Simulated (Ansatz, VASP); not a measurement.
# BeS: VASP beside Ansatz

File INCAR:

```
SYSTEM = BeS
PREC     = Accurate       ! precision mode
ENCUT    = 520            ! plane-wave cutoff, eV
EDIFF    = 1E-7           ! SCF threshold, eV
ISMEAR   = 0              ! smearing method
SIGMA    = 0.05           ! smearing width, eV
LREAL    = .False.        ! projectors in reciprocal space
LASPH    = .True.         ! aspherical terms in the spheres
NELM     = 60             ! most SCF steps
ALGO     = Normal         ! electronic algorithm
ISIF     = 2              ! what is computed and relaxed
LWAVE    = .False.        ! write WAVECAR
LCHARG   = .True.         ! write CHGCAR
GGA      = PS             ! functional
LELF     = .True.         ! ELF
LVHAR    = .True.       
NBANDS   = 11             ! bands
```

KPOINTS

```
Automatic mesh
0
Gamma
  10 10 10
  0 0 0
```

The input POSCAR:

```
BeS
1.0
    0.0000000000      2.4572124468      2.3417635059
    2.3417635059      0.0000000000      2.3417635059
    2.3417635059      2.4572124468      0.0000000000
Be S
1 1
Direct
    0.0000000000      0.0000000000      0.0000000000
    0.7500000000      0.7500000000      0.7500000000
```

Input for Ansatz:

```yaml
crystal:
  lattice:
    - [0.0, 2.4572124468, 2.3417635059]
    - [2.3417635059, 0.0, 2.3417635059]
    - [2.3417635059, 2.4572124468, 0.0]
  atoms:
    - { symbol: Be, position: [0.0, 0.0, 0.0] }
    - { symbol: S, position: [0.75, 0.75, 0.75] }
basis:
  ecutwfc: 520.0
kpoints:
  mp_grid: { grid: [10, 10, 10] }
hamiltonian:
  xc: pbesol
scf:
  occupations: { method: gaussian, width: 0.05 }
output:
  forces: true
  stress: true
  eigenvalues: true
```

Alike in both runs: task single point; functional PBEsol; k mesh 10 × 10 × 10; occupations gaussian, width 0.05 eV; no spin polarisation.

|  | VASP | Ansatz |
| --- | --- | --- |
| version | VASP 6.6.1 | Ansatz 0.2.0 |
| potentials or method | VASP PAW PBE potentials, release 64 (Be, S), cutoff 520 eV | scalar-relativistic, plane waves, PAW |
| valence electrons in the cell | 8 | 8 |

VASP gave:

| Quantity | Value |
| --- | --- |
| gap on the k mesh at the Fermi level (eV) | 2.57 |
| least direct gap on the mesh (eV) | 5.48 |
| pressure (GPa) | 5.4 |
| traceless stress, the component that is largest in VASP (GPa) | -3.41 |

**Question.** Which values does Ansatz return?

**Answer.** gap on the k mesh at the Fermi level (eV): 2.56; least direct gap on the mesh (eV): 5.45; pressure (GPa): 5.2; traceless stress, the component that is largest in VASP (GPa): -3.42.

VASP's potentials were made for PBE, not for PBEsol. With one functional, cell and mesh, what is left measures potentials, basis and numerics.
